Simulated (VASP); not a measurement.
Wanted: the native input for a VASP 6.6.1 run.

- Task: single point
- Functional: PBEsol
- Potentials or basis: VASP PAW PBE potentials, release 64 (Zn, S)
- Cutoff: 520 eV
- k mesh: 6 × 6 × 4
- Occupations: gaussian, width 0.01 eV
- Spin: no spin polarisation
- Dipole correction: no
- Further INCAR settings: ALGO = Normal; EDIFF = 1e-07; NBANDS = 26

The structure of ZnS lies in POSCAR:

```
ZnS
1.0
    3.8054508206      0.0000000000      0.0000000000
   -1.9027254103      3.2956170835      0.0000000000
    0.0000000000      0.0000000000      6.2439930788
Zn S
2 2
Direct
    0.3333333333      0.6666666667      0.0003381272
    0.6666666667      0.3333333333      0.5003381272
    0.3333333333      0.6666666667      0.3746618728
    0.6666666667      0.3333333333      0.8746618728
```

These files were run (other wordings do the same):

INCAR

```
PREC = Accurate ; ENCUT = 520
EDIFF = 1E-7 ; ISMEAR = 0
SIGMA = 0.01 ; LREAL = False
LASPH = True ; NELM = 100
ALGO = Normal ; ISIF = 2
LWAVE = False ; LCHARG = False
GGA = PS ; NBANDS = 26
```

KPOINTS

```
Automatic mesh
0
Gamma
  6 6 4
```

Potentials or basis: VASP PAW PBE potentials, release 64 (Zn, S).

Command:

```console
$ cat potpaw_PBE.64/Zn/POTCAR potpaw_PBE.64/S/POTCAR > POTCAR
$ mpirun -np 1 vasp_std > vasp.out
```

It gave:

* Pressure: -1.2 GPa
* Band gap on the k mesh: 2.08 eV

Caveat: the PAW data sets were made with another functional, which shifts forces and pressure a little.

Wall time 51 s on 1 thread of Intel Xeon 8259CL, on a shared host, peak memory 0.2 GiB.
